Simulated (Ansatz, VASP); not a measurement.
# One calculation of NiO2, two programs

```
Ni O
1.0
     0.00000    3.96656    3.96656
     3.96656    0.00000    3.96656
     3.96656    3.96656    0.00000
Ni O
2 4
Direct
  0.50000 0.50000 0.50000
  0.75000 0.75000 0.75000
  0.62500 0.62500 0.62500
  0.12500 0.62500 0.62500
  0.62500 0.62500 0.12500
  0.62500 0.12500 0.62500
```

Alike in both runs: functional r2SCAN; k mesh 4 × 4 × 4; occupations gaussian, width 0.1 eV; collinear spin.

Ansatz relaxed the structure, and its values are those at the end. VASP's run is a single point on that final structure, the one shown.

|  | VASP | Ansatz |
| --- | --- | --- |
| version | VASP 6.6.1 | Ansatz 0.2.0 |
| potentials or method | VASP PAW PBE potentials, release 64 (Ni, O), cutoff 520 eV | scalar-relativistic, plane waves, PAW |
| valence electrons in the cell | 44 | 60 |

|  | VASP | Ansatz | Ansatz less VASP |
| --- | --- | --- | --- |
| gap on the k mesh at the Fermi level (eV) | none | none | - |
| pressure (GPa) | 0.7 | 0.0 | -0.70 |
| net moment per atom (μB) | 0.00 | 0.00 | 0.000 |

VASP's potentials were made for PBE, not for r2SCAN. A gap of «none» marks a metal or a gap that the smearing closes. VASP's potentials hold 44 valence electrons a cell and Ansatz's 60, so a difference there can come from the potentials and not from the codes. Ansatz's warnings: lower free energy seen, seeded moment not kept, spin hold released.
